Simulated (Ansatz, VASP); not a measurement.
**Two plane-wave programs on Al3N**

```
CELL_PARAMETERS angstrom
2.85676 0.00000 0.00000
0.00000 2.85676 0.00000
0.00000 0.00000 21.17470
ATOMIC_POSITIONS crystal
Al 0.50000 0.50000 0.18890
Al 0.00000 0.00000 0.28736
Al 0.50000 0.50000 0.38606
N 0.50000 0.50000 0.52632
```

Alike in both runs: task single point; functional PBE; k mesh 9 × 9 × 1; occupations gaussian, width 0.1 eV; collinear spin.

```csv
,VASP,Ansatz
version,VASP 6.6.1,Ansatz 0.2.0
potentials or method,"VASP PAW PBE potentials, release 64 (Al, N), cutoff 520 eV","scalar-relativistic, plane waves, PAW"
valence electrons in the cell,14,14
```

```csv
,VASP,Ansatz,Ansatz less VASP
gap on the k mesh at the Fermi level (eV),none,none,-
rms of the force components (eV/Å),0.243,0.243,+0.0006
net moment per atom (μB),0.69,0.69,0.000
size of the moment on the site where the two differ most (μB),1.83,2.54,+0.702
```

Site moments also hang on the region over which each program counts them. Atom by atom the forces differ by 0.001 eV/Å (rms over components). A gap of «none» marks a metal or a gap that the smearing closes.
